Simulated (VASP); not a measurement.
# Si8O17 (a cell with a defect) in VASP: further runs

Si8O17 (a cell with a defect) is run at these levels: PBE; tasks: single point.

Everything below comes from runs of VASP 6.6.1. Logs are shortened: lines on timing, memory, paths and dates and some standing lists are left out, and cuts for length are marked.

## 1. The cell of the first run

The cell holds a defect, 25 atoms: a = 8.726 Å, b = 8.726 Å, c = 7.186 Å, α = 65.69°, β = 65.69°, γ = 48.63°.

## 2. Single point, PBE

The input, INCAR:

```
PREC = Accurate ; ENCUT = 520
EDIFF = 1E-6 ; ISMEAR = -1
SIGMA = 0.01 ; LREAL = F
LASPH = T ; NELM = 120
ALGO = Normal ; ISIF = 2
LWAVE = F ; LCHARG = F
GGA = PE ; NBANDS = 85
NELECT = 136.0 ; GGA_COMPAT = F
```

The input, KPOINTS:

```
regular mesh
0
Gamma
  1 1 1
```

The input, POSCAR:

```
Si8O17
1.0
    0.0000000000      5.0813926900      7.0944098900
    5.0813926900      0.0000000000      7.0944098900
    5.0813926900      5.0813926900      0.0000000000
Si O
8 17
Direct
    0.2407900095      0.2234433871      0.4818748629
    0.7495906617      0.7416688178      0.9525444669
    0.0537606453      0.8382849368     -0.0459360188
    0.5742025526      0.1495496805      0.6314690760
    0.4264449976      0.8103377843      0.3792327466
    0.9239732412      0.3169581593      0.8864457839
   -0.0083839818      0.0002134643      0.2982639596
    0.5067120123      0.4735297707      0.7968725371
    0.1521358666      0.1927806293      0.7393459133
    0.5944422482      0.7247362523      0.1704346738
    0.4868973791      0.3106712823      0.7701701985
    0.9862795228      0.8617548032      0.2100960322
    0.4232405917      0.2461708285      0.4804687416
    0.9140416927      0.7540739340      0.9786909864
    0.2110115814      0.8656268027      0.3706201051
    0.7227213280      0.3466531679      0.8723024173
   -0.0429158473      0.2068491438      0.1251968331
    0.5230465786      0.6153112447      0.5681883128
    0.4092193540     -0.0032876353      0.4040303301
    0.8615915721      0.5488741545      0.8466928549
    0.3071805052      0.6112371082      0.9604570093
    0.8070399738      0.0809628478      0.5017325234
    0.1168306433      0.4395626383      0.3111581252
    0.5947330128      0.9456736129      0.7976029926
    0.0173154186      0.3197100757      0.4124516026
```

Potentials or basis: VASP PAW PBE potentials, release 64 (Si, O).

The run is started by

```console
$ cat potpaw_PBE.64/Si/POTCAR potpaw_PBE.64/O/POTCAR > POTCAR
$ mpirun -np 1 vasp_gam > vasp.out
```

OUTCAR:

```text
PREC = Accurate
   ENCUT = 520
   EDIFF = 1E-6
   ISMEAR = -1
   LREAL = F
   LASPH = T
   NELM = 120
   ISIF = 2
   GGA = PE
   NELECT = 136.0

 ion  position               nearest neighbor table
   1  0.241  0.223  0.482-  23 1.65  19 1.67   9 1.67  13 1.73  25 1.75   6 3.02   4 3.09   5 3.11

   2  0.750  0.742  0.953-  14 1.60  20 1.62  10 1.62  24 1.63   4 3.05   6 3.11   5 3.14
   3  0.054  0.838  0.954-  14 1.72  12 1.74  21 1.74   7 3.03   8 3.11
   4  0.574  0.150  0.631-  13 1.61  24 1.62  22 1.63  11 1.63   2 3.05   1 3.09   8 3.12   7 3.13

   5  0.426  0.810  0.379-  19 1.61  18 1.61  10 1.62  15 1.63   1 3.11   2 3.14   8 3.14
   6  0.924  0.317  0.886-   9 1.62  17 1.62  20 1.63  16 1.64   1 3.02   7 3.05   2 3.11
   7  0.992  0.000  0.298-  12 1.61  17 1.62  22 1.62  15 1.63   3 3.03   6 3.05   4 3.13
   8  0.507  0.474  0.797-  21 1.60  18 1.62  16 1.63  11 1.63   3 3.11   4 3.12   5 3.14
   9  0.152  0.193  0.739-   6 1.62   1 1.67
  10  0.594  0.725  0.170-   5 1.62   2 1.62
  11  0.487  0.311  0.770-   8 1.63   4 1.63
  12  0.986  0.862  0.210-   7 1.61   3 1.74
  13  0.423  0.246  0.480-   4 1.61   1 1.73
  14  0.914  0.754  0.979-   2 1.60   3 1.72
[... 9 lines left out ...]
  24  0.595  0.946  0.798-   4 1.62   2 1.63
  25  0.017  0.320  0.412-  23 1.56   1 1.75

  LATTYP: Found a body centered tetragonal cell.
 ALAT       =     7.1861744579
 C/A-ratio  =     1.9744608015

  Lattice vectors:

 A1 = (  -5.0813926900,   0.0000000000,   7.0944098900)
 A2 = (   5.0813926900,   0.0000000000,   7.0944098900)
 A3 = (   0.0000000000,   5.0813926900,  -7.0944098900)

Analysis of symmetry for initial positions (statically):
=====================================================================
 Subroutine PRICEL returns:
 Original cell was already a primitive cell.

 Routine SETGRP: Setting up the symmetry group for a
 body centered tetragonal supercell.

 Subroutine GETGRP returns: Found  1 space group operations
 (whereof  1 operations were pure point group operations)
 out of a pool of 16 trial point group operations.

The static configuration has the point symmetry C_1 .

Analysis of symmetry for dynamics (positions and initial velocities):
=====================================================================
 Subroutine PRICEL returns:
 Original cell was already a primitive cell.

 Routine SETGRP: Setting up the symmetry group for a
 body centered tetragonal supercell.

 Subroutine GETGRP returns: Found  1 space group operations
 (whereof  1 operations were pure point group operations)
 out of a pool of 16 trial point group operations.

The dynamic configuration has the point symmetry C_1 .

 Subroutine INISYM returns: Found  1 space group operations
 (whereof  1 operations are pure point group operations),
 and found     1 'primitive' translations

----------------------------------------------------------------------------------------

                                     Primitive cell

  volume of cell :     366.3632

  direct lattice vectors                    reciprocal lattice vectors
     0.000000000  5.081392690  7.094409890    -0.098398221  0.098398221  0.070478025
     5.081392690  0.000000000  7.094409890     0.098398221 -0.098398221  0.070478025
     5.081392690  5.081392690  0.000000000     0.098398221  0.098398221 -0.070478025

  length of vectors
     8.726465685  8.726465685  7.186174458     0.155985806  0.155985806  0.155985806

  position of ions in fractional coordinates (direct lattice)
     0.240790010  0.223443387  0.481874863
     0.749590662  0.741668818  0.952544467
     0.053760645  0.838284937  0.954063981
     0.574202553  0.149549681  0.631469076
     0.426444998  0.810337784  0.379232747
     0.923973241  0.316958159  0.886445784
[... 17 lines left out ...]
     0.594733013  0.945673613  0.797602993
     0.017315419  0.319710076  0.412451603

  ion indices of the primitive-cell ions
   primitive index   ion index
                 1           1
                 2           2
                 3           3
                 4           4
                 5           5
                 6           6
[... 17 lines left out ...]
                24          24
                25          25

----------------------------------------------------------------------------------------

 KPOINTS: regular mesh

Automatic generation of k-mesh.
 Grid dimensions read from file:
 generate k-points for:    1    1    1

 Generating k-lattice:

  Cartesian coordinates                     Fractional coordinates (reciprocal lattice)
    -0.098398221  0.098398221  0.070478025     1.000000000  0.000000000  0.000000000
     0.098398221 -0.098398221  0.070478025     0.000000000  1.000000000  0.000000000
     0.098398221  0.098398221 -0.070478025    -0.000000000 -0.000000000  1.000000000

  Length of vectors
     0.155985806  0.155985806  0.155985806

  Shift w.r.t. Gamma in fractional coordinates (k-lattice)
     0.000000000  0.000000000  0.000000000

 Subroutine IBZKPT returns following result:
 ===========================================

 Found      1 irreducible k-points:

 Following reciprocal coordinates:
            Coordinates               Weight
  0.000000  0.000000  0.000000      1.000000
   k-points           NKPTS =      1   k-points in BZ     NKDIM =      1   number of bands    NBANDS=     85
   number of dos      NEDOS =    301   number of ions     NIONS =     25
   total plane-waves  NPLWV = 264600
   dimension x,y,z NGX =    70 NGY =   70 NGZ =   54
   dimension x,y,z NGXF=   140 NGYF=  140 NGZF=  108
   ions per type =               8  17
   NGX,Y,Z   is equivalent  to a cutoff of  13.34, 13.34, 12.49 a.u.
   NGXF,Y,Z  is equivalent  to a cutoff of  26.67, 26.67, 24.98 a.u.
 SYSTEM =  unknown system
   PREC   = accura    normal or accurate (medium, high low for compatibility)
   ISTART =      0    job   : 0-new  1-cont  2-samecut
   ICHARG =      2    charge: 1-file 2-atom 10-const
   ISPIN  =      1    spin polarized calculation?
   LNONCOLLINEAR =      F non collinear calculations
   LSORBIT =      F    spin-orbit coupling
   LASPH  =      T    aspherical Exc in radial PAW
   ENCUT  =  520.0 eV  38.22 Ry    6.18 a.u.  16.23 16.23 13.36*2*pi/ulx,y,z
   NELM   =    120;   NELMIN=  2; NELMDL= -5     # of ELM steps
   EDIFF  = 0.1E-05   stopping-criterion for ELM
   LREAL  =      F    real-space projection
   EDIFFG = 0.1E-04   stopping-criterion for IOM
   NSW    =      0    number of steps for IOM
   IBRION =     -1    ionic relax: 0-MD 1-quasi-New 2-CG
   NFREE  =      0    steps in history (QN), initial steepest desc. (CG)
   ISIF   =      2    stress and relaxation
   ISYM   =      2    0-nonsym 1-usesym 2-fastsym
   POTIM  = 0.5000    time-step for ionic-motion
   TEBEG  =    0.0;   TEEND  =   0.0 temperature during run
   PSTRESS=    0.0 pullay stress
   NELECT =     136.0000    total number of electrons
   NUPDOWN=      -1.0000    fix difference up-down
   EMIN   =  10.00;   EMAX   =-10.00  energy-range for DOS
   EFERMI =   0.00;   METHOD = LEGACY
   ISMEAR =    -1;   SIGMA  =   0.01  broadening in eV -4-tet -1-fermi 0-gaus
   EFERMI_NEDOS =   21; number of points for ismear=-14 and -15
   IALGO  =     38    algorithm
   IMIX   =      4    mixing-type and parameters
     AMIX     =   0.40;   BMIX     =  1.00
     AMIX_MAG =   1.60;   BMIX_MAG =  1.00
  volume/ion in A,a.u.               =      14.65        98.89
  Fermi-wavevector in a.u.,A,eV,Ry     =   1.176568  2.223392 18.834727  1.384313
  Thomas-Fermi vector in A             =   2.312930
   LORBIT       =      0    0 simple, 1 ext, 2 COOP (PROOUT), +10 PAW based schemes
   GGA     = PE    functional components
   LHFCALC =     F    Hartree Fock is set to
   AEXX    =    0.0000 exact exchange contribution
   IVDW    =     0    specifies the selected vdW correction
   LEPSILON=     F    determine dielectric tensor
   LRPA    =     F    only Hartree local field effects (RPA)
 non-spin polarized calculation
  energy-cutoff  :      520.00
  volume of cell :      366.36
 maximum number of plane-waves:      4932
 NGX is ok and might be reduce to    70
   NGX = 33   NGY = 33   NGZ = 27

 number of electron     135.9999996 magnetization

 Free energy of the ion-electron system (eV)
  ---------------------------------------------------
  ext. energy  EPLUGINS =         0.00000000
  ---------------------------------------------------
  free energy    TOTEN  =      -183.38183609 eV

  energy without entropy =     -183.38183609  energy(sigma->0) =     -183.38183609

 E-fermi :   2.9325     XC(G=0):  -8.5086

 val. band max:        2.6883074683   @ k =   0.0000   0.0000   0.0000
 cond. band min:       5.6429054394   @ k =   0.0000   0.0000   0.0000
 fundamental gap:      2.9545979711
 Fermi energy:         2.9325438199

 k-point     1 :       0.0000    0.0000    0.0000
  band No.  band energies     occupation
      1     -19.6041      2.00000
      2     -19.2317      2.00000
      3     -18.7708      2.00000
      4     -18.6930      2.00000
      5     -18.6734      2.00000
      6     -18.6673      2.00000
[... 72 lines left out ...]
     79       9.1889      0.00000
     80       9.3108      0.00000
 [bands above 80 left out]

------------------------ aborting loop because EDIFF is reached ----------------------------------------

  FORCE on cell =-STRESS in cart. coord.  units (eV):
  Direction    XX          YY          ZZ          XY          YZ          ZX
  --------------------------------------------------------------------------------------
  -------------------------------------------------------------------------------------
  Total       18.3790917     19.6098181     19.7180475     -0.3362519     -6.2350351      0.1014328
  in kB       80.3753426     85.7575487     86.2308567     -1.4704951    -27.2670212      0.4435852
  external PRESSURE =      84.1212493 kB  Pullay stress =       0.0000000 kB

 VOLUME and BASIS-vectors are now :
 -----------------------------------------------------------------------------
  energy-cutoff  :      520.00
  volume of cell :      366.36
      direct lattice vectors                 reciprocal lattice vectors
     0.000000000  5.081392690  7.094409890    -0.098398221  0.098398221  0.070478025
     5.081392690  0.000000000  7.094409890     0.098398221 -0.098398221  0.070478025
     5.081392690  5.081392690  0.000000000     0.098398221  0.098398221 -0.070478025

 POSITION                                       TOTAL-FORCE (eV/Angst)
 -----------------------------------------------------------------------------------
      3.58400      3.67214      3.29346        -0.037762      0.133183      0.042468
      8.60896      8.64922     10.57961        -0.010228      0.000679     -0.030880
      9.10763      5.12115      6.32854         0.002496     -0.008483     -0.015464
      3.96866      6.12649      5.13460         0.020166      0.022970      0.017375
      6.04467      4.09396      8.77424        -0.062774      0.014081     -0.021544
      6.11497      9.19945      8.80368         0.024479     -0.001780     -0.010281
[... 17 lines left out ...]
      8.85827      7.07501     10.92828         0.008613      0.008512      0.008509
      3.72040      2.18381      2.39100         0.001410     -0.072506     -0.184393
 -----------------------------------------------------------------------------------
    total drift:                               -0.000671     -0.000315      0.001923

  FREE ENERGIE OF THE ION-ELECTRON SYSTEM (eV)
  ---------------------------------------------------
  free  energy   TOTEN  =      -183.3818360938 eV

  energy  without entropy=     -183.3818360938  energy(sigma->0) =     -183.38183609
```

It took 2.5 min on 1 thread of Intel Xeon 8259CL, shared host; peak memory 0.54 GiB.

Results:

```
Free energy   : -183.3818 eV
Largest force : 0.229 eV/Å
```

Forces on the atoms (eV/Å):
```
Si  -0.038  0.133  0.042
Si  -0.010  0.001 -0.031
Si   0.002 -0.008 -0.015
Si   0.020  0.023  0.017
Si  -0.063  0.014 -0.022
Si   0.024 -0.002 -0.010
Si   0.032  0.043  0.017
Si  -0.022  0.032 -0.010
O   -0.030 -0.005  0.006
O    0.000 -0.012 -0.003
O   -0.018 -0.014  0.004
O   -0.027 -0.016 -0.027
O   -0.006 -0.042 -0.030
O   -0.042  0.027  0.026
O    0.038  0.004  0.021
O   -0.014  0.004  0.016
O   -0.013 -0.011 -0.010
O    0.035 -0.005  0.002
O    0.034 -0.031  0.012
O    0.000  0.000 -0.008
O    0.047  0.016 -0.008
O    0.005  0.004 -0.021
O    0.036 -0.090  0.208
O    0.009  0.009  0.009
O    0.001 -0.073 -0.184
```

Caveat: the k points lie up to 0.98 Å⁻¹ apart; the cell carries a net charge on a neutralising background, which shifts energy and pressure; the cell is charged against a uniform background, so pressure and absolute levels hang on convention.

## 3. Single point, PBE

The input, INCAR:

```
SYSTEM = Si8O17
PREC = Accurate
ENCUT = 520
EDIFF = 1E-6
ISMEAR = -1
SIGMA = 0.01
LREAL = .FALSE.
LASPH = .TRUE.
NELM = 120
ALGO = Normal
ISIF = 2
LWAVE = .FALSE.
LCHARG = .FALSE.
GGA = PE
NBANDS = 85
NELECT = 136.0
GGA_COMPAT = .FALSE.
```

The input, KPOINTS:

```
Automatic mesh
0
G
  1 1 1
  0 0 0
```

The input, POSCAR:

```
Si8O17
1.0
    0.0000000000      5.0813926900      7.0944098900
    5.0813926900      0.0000000000      7.0944098900
    5.0813926900      5.0813926900      0.0000000000
Si O
8 17
Direct
    0.2508684944      0.2230103837      0.4574453911
    0.7451606439      0.7407329207      0.9629263964
    0.0181040722      0.8587141688     -0.0240666107
    0.5727038037      0.1559999335      0.6352418078
    0.4250505176      0.8067004152      0.3875959854
    0.9141586882      0.3187852966      0.8864954942
   -0.0040998387     -0.0033358749      0.3048347146
    0.4952201186      0.4857939626      0.7935962354
    0.1015019854      0.2259950208      0.6938854697
    0.5567675504      0.7543856172      0.1575220590
    0.4892507405      0.3048680216      0.7870710074
    1.0042925147      0.8371009490      0.2351489897
    0.4016435013      0.2556168025      0.5088820735
    0.8952343303      0.7506977741      1.0227142705
    0.1939526012      0.8749857767      0.4103689279
    0.6873481371      0.3805316608      0.8990807204
   -0.0046093903      0.1730064830      0.1033890026
    0.5476183932      0.5875208397      0.5488512835
    0.4239249181     -0.0272313180      0.4351891607
    0.8712146003      0.5367679035      0.8703146497
    0.2803252822      0.6634243888      0.9108355607
    0.7875167070      0.1184863432      0.4775530076
    0.2153376629      0.3921909500      0.2314862963
    0.6240534441      0.9340682562      0.7800832632
    0.0736809101      0.3184805302      0.3165922140
```

Potentials or basis: VASP PAW PBE potentials, release 64 (Si, O).

The run is started by

```console
$ cat potpaw_PBE.64/Si/POTCAR potpaw_PBE.64/O/POTCAR > POTCAR
$ mpirun -np 1 vasp_gam > vasp.out
```

Run time: 2.4 min. Hardware: 1 thread of Intel Xeon 8259CL, shared host; peak memory 0.54 GiB.

Results (log left out):

* Free energy: -183.3589 eV
* Largest force: 0.220 eV/Å

Forces in eV/Å, atoms in the order of the input:
```
Si   0.042  0.140 -0.008
Si  -0.023 -0.001 -0.031
Si  -0.017  0.012 -0.004
Si   0.011  0.013  0.011
Si  -0.037  0.001 -0.021
Si   0.010  0.007  0.004
Si   0.063  0.042  0.030
Si   0.020  0.033 -0.014
O   -0.031 -0.008  0.019
O    0.004  0.005  0.009
O   -0.011 -0.003  0.007
O   -0.027 -0.007 -0.031
O   -0.009 -0.036 -0.031
O    0.003 -0.008  0.031
O   -0.004 -0.013  0.007
O   -0.013  0.003  0.011
O   -0.004 -0.001 -0.011
O    0.005  0.011 -0.013
O    0.032 -0.016  0.017
O    0.008  0.000 -0.013
O    0.015 -0.028 -0.002
O   -0.008  0.003 -0.006
O   -0.026 -0.050  0.213
O    0.004  0.000  0.013
O   -0.008 -0.101 -0.185
```

Levels at points of the mesh, in eV from the Fermi level:
```
           k point  band 66  band 67  band 68  band 69  band 70  band 71
(0.00, 0.00, 0.00)    -2.04    -0.80    -0.33     2.71     3.07     4.56
```

Caveat: the k points lie up to 0.98 Å⁻¹ apart; the cell carries a net charge on a neutralising background, which shifts energy and pressure; the cell is charged against a uniform background, so pressure and absolute levels hang on convention.
